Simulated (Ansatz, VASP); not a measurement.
**Al3Cl: VASP beside Ansatz**

```
Al Cl
1.0
     4.69282    0.00000    0.00000
    -2.34641    4.06410    0.00000
     0.00000    0.00000    5.21940
Al Cl
3 1
Direct
  0.33333 0.66667 0.00000
  0.66667 0.33333 0.00000
  0.00000 0.00000 0.00000
  0.00000 0.00000 0.50000
```

Alike in both runs: functional PBE; k mesh 5 × 5 × 4; occupations gaussian, width 0.2 eV; no spin polarisation.

Ansatz relaxed the structure, and its values are those at the end. VASP's run is a single point on that final structure, the one shown.

|  | VASP | Ansatz |
| --- | --- | --- |
| version | VASP 6.6.1 | Ansatz 0.2.0 |
| potentials or method | VASP PAW PBE potentials, release 64 (Al, Cl), cutoff 500 eV | scalar-relativistic, plane waves, PAW |
| valence electrons in the cell | 16 | 16 |

```tsv
	VASP	Ansatz	Ansatz less VASP
gap on the k mesh at the Fermi level (eV)	none	none	-
pressure (GPa)	0.2	0.2	+0.04
```

A gap of «none» marks a metal or a gap that the smearing closes.
